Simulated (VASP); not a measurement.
Set up this calculation in VASP 6.6.1, as the native input.

```yaml
Task: single point
Functional: PBEsol
Potentials_or_basis: VASP PAW PBE potentials, release 64 (Ta_pv, C)
Cutoff: 520 eV
k_mesh: 18 × 18 × 10
Occupations: gaussian, width 0.1 eV
Spin: no spin polarisation
Dipole_correction: no
Further_INCAR_settings: ALGO = Normal; EDIFF = 1e-06; NBANDS = 20
```

The structure of Ta2C lies in POSCAR:

```
Ta2C
1.0
    3.1881597234      0.0000000000      0.0000000000
   -1.5940798617      2.7610273118      0.0000000000
    0.0000000000      0.0000000000      5.0687126917
Ta C
2 1
Direct
    0.3333333333      0.6666666667      0.2471377606
    0.6666666667      0.3333333333      0.7528622394
    0.0000000000      0.0000000000      0.0000000000
```

This cell differs from its parent crystal: equal strain along all axes, cell held: +3.0 %, then relaxed in part.

The input as run:

INCAR

```
SYSTEM = Ta2C
ALGO = Normal
EDIFF = 1E-6
ENCUT = 520
GGA = PS
ISIF = 2
ISMEAR = 0
LASPH = .True.
LCHARG = .False.
LREAL = .False.
LWAVE = .False.
NBANDS = 20
NELM = 60
PREC = Accurate
SIGMA = 0.1
```

KPOINTS

```
k-points
0
Gamma
  18 18 10
  0 0 0
```

Potentials or basis: VASP PAW PBE potentials, release 64 (Ta_pv, C).

Command:

```bash
$ cat potpaw_PBE.64/Ta_pv/POTCAR potpaw_PBE.64/C/POTCAR > POTCAR
$ mpirun -np 1 vasp_std > vasp.out
```

It gave:

```json
{
 "Pressure": "-19.5 GPa",
 "Largest force": "0.037 eV/Å",
 "Band gap on the k mesh": "zero (band 13 reaches 6.17 eV, above the bottom of band 14 at 5.49 eV)"
}
```

Caveat: the cell differs from its parent crystal (equal strain along all axes, cell held: +3.0 %, then relaxed in part); the PAW data sets were made with another functional, which shifts forces and pressure a little; spin-orbit coupling is left out, which moves the levels of the heavy elements.

Wall time 72 s on 1 thread of Intel(R) Xeon(R) 6975P-C (Granite Rapids), on a shared host, peak memory 0.37 GiB.
